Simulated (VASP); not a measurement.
**Zr: single point with PBE**

Zr:

```
CELL_PARAMETERS angstrom
0.00000 2.04559 2.04559
2.04559 0.00000 2.04559
2.04559 2.04559 0.00000
ATOMIC_POSITIONS crystal
Zr 0.00000 0.00000 0.00000
```

* Program: VASP 6.6.1
* Task: single point
* Functional: PBE
* Potentials or basis: VASP PAW PBE potentials, release 64 (Zr_sv)
* Cutoff: 520 eV
* k mesh: 10 × 4 × 2
* Occupations: tetrahedron
* Spin: collinear spin, zero start
* Starting moments: [0.0] μB
* Dipole correction: no
* Further INCAR settings: ALGO = Fast; EDIFF = 1e-06; NBANDS = 16; ISYM = 0

```
Pressure                                              : 37.9 GPa
Band gap on the k mesh                                : zero (filled and empty bands overlap)
Net moment                                            : 0.00 μB per cell
Valence electrons inside the program's atomic spheres : Zr 10.36
```

Stress tensor (GPa, compression positive):
```
 32.95 -32.46  -1.50
-32.46  32.38   0.76
 -1.50   0.76  48.48
```

Levels at points of the mesh, in eV from the Fermi level:
Spin up:
| k point | band 3 | band 4 | band 5 | band 6 | band 7 | band 8 | band 9 | band 10 |
| --- | --- | --- | --- | --- | --- | --- | --- | --- |
| (0.00, 0.00, 0.00) | -25.37 | -25.34 | -5.99 | 0.68 | 0.77 | 0.79 | 4.26 | 4.34 |
| (0.50, 0.00, 0.00) | -25.68 | -25.66 | -3.98 | 0.39 | 0.49 | 2.55 | 6.99 | 7.02 |
| (0.00, 0.50, 0.00) | -25.68 | -25.66 | -3.98 | 0.42 | 0.45 | 2.55 | 6.98 | 7.02 |
| (0.50, 0.50, 0.00) | -26.21 | -26.18 | -4.64 | -3.68 | 5.16 | 7.05 | 7.77 | 7.82 |
| (0.00, 0.00, 0.50) | -25.69 | -25.64 | -4.01 | 0.40 | 0.45 | 2.56 | 6.99 | 7.04 |
| (0.50, 0.00, 0.50) | -26.24 | -26.18 | -4.66 | -3.76 | 5.19 | 7.05 | 7.82 | 7.85 |
| (0.00, 0.50, 0.50) | -26.25 | -26.20 | -4.61 | -3.69 | 5.17 | 6.99 | 7.77 | 7.85 |
| (0.50, 0.50, 0.50) | -25.68 | -25.64 | -3.99 | 0.41 | 0.47 | 2.55 | 6.97 | 7.02 |
Spin down:
```csv
k point,band 3,band 4,band 5,band 6,band 7,band 8,band 9,band 10
"(0.00, 0.00, 0.00)",-25.36,-25.34,-5.99,0.68,0.77,0.79,4.26,4.35
"(0.50, 0.00, 0.00)",-25.69,-25.66,-3.98,0.39,0.48,2.56,6.99,7.03
"(0.00, 0.50, 0.00)",-25.68,-25.66,-3.98,0.42,0.46,2.55,6.98,7.02
"(0.50, 0.50, 0.00)",-26.21,-26.18,-4.64,-3.69,5.16,7.06,7.77,7.82
"(0.00, 0.00, 0.50)",-25.69,-25.63,-3.98,0.41,0.47,2.55,6.96,7.03
"(0.50, 0.00, 0.50)",-26.25,-26.20,-4.61,-3.69,5.17,6.99,7.77,7.85
"(0.00, 0.50, 0.50)",-26.25,-26.18,-4.65,-3.76,5.19,7.05,7.82,7.85
"(0.50, 0.50, 0.50)",-25.69,-25.64,-4.01,0.40,0.46,2.56,6.99,7.04
```

Run time: 86 s on 1 thread of AMD EPYC 7R13 (shared host), peak memory 0.13 GiB.

Caveat: the k points lie up to 1.33 Å⁻¹ apart.
